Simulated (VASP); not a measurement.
Wanted: the native input for a VASP 6.6.1 run.

```
Task                   : single point
Functional             : PBEsol
Potentials or basis    : VASP PAW PBE potentials, release 64 (Ba_sv, H)
Cutoff                 : 520 eV
k mesh                 : 6 × 6 × 6
Occupations            : gaussian, width 0.02 eV
Spin                   : no spin polarisation
Dipole correction      : no
Further INCAR settings : ALGO = Normal; EDIFF = 1e-06; NBANDS = 21
```

The structure of BaH2 lies in POSCAR:

```
BaH2
1.0
    4.3204810703      0.0000000000      0.0000000000
   -2.1602405351      3.7416463634      0.0000000000
    0.0000000000      0.0000000000      5.6113513213
Ba H
2 4
Direct
    0.6666666667      0.3333333333      0.7500000000
    0.3333333333      0.6666666667      0.2500000000
    0.3333333333      0.6666666667      0.7500000000
    0.6666666667      0.3333333333      0.2500000000
    0.0000000000      0.0000000000      0.5000000000
    0.0000000000      0.0000000000      0.0000000000
```

One way to write it, as run:

INCAR

```
PREC = Accurate ; ENCUT = 520
EDIFF = 1E-6 ; ISMEAR = 0
SIGMA = 0.02 ; LREAL = False
LASPH = True ; NELM = 100
ALGO = Normal ; ISIF = 2
LWAVE = False ; LCHARG = False
GGA = PS ; NBANDS = 21
```

KPOINTS

```
Automatic mesh
0
Gamma
  6 6 6
```

Potentials or basis: VASP PAW PBE potentials, release 64 (Ba_sv, H).

Command:

```bash
$ cat potpaw_PBE.64/Ba_sv/POTCAR potpaw_PBE.64/H/POTCAR > POTCAR
$ mpirun -np 1 vasp_std > vasp.out
```

Results of the run:

```json
{
 "Pressure": "3.4 GPa",
 "Band gap on the k mesh": "1.63 eV (least direct gap 2.35 eV)"
}
```

Caveat: the cell stands under pressure; the PAW data sets were made with another functional, which shifts forces and pressure a little; spin-orbit coupling is left out, which moves the levels of the heavy elements.

Wall time 69 s on 1 thread of Intel(R) Xeon(R) Platinum 8375C CPU @ 2.90GHz (Ice Lake) (shared host), peak memory 0.2 GiB.
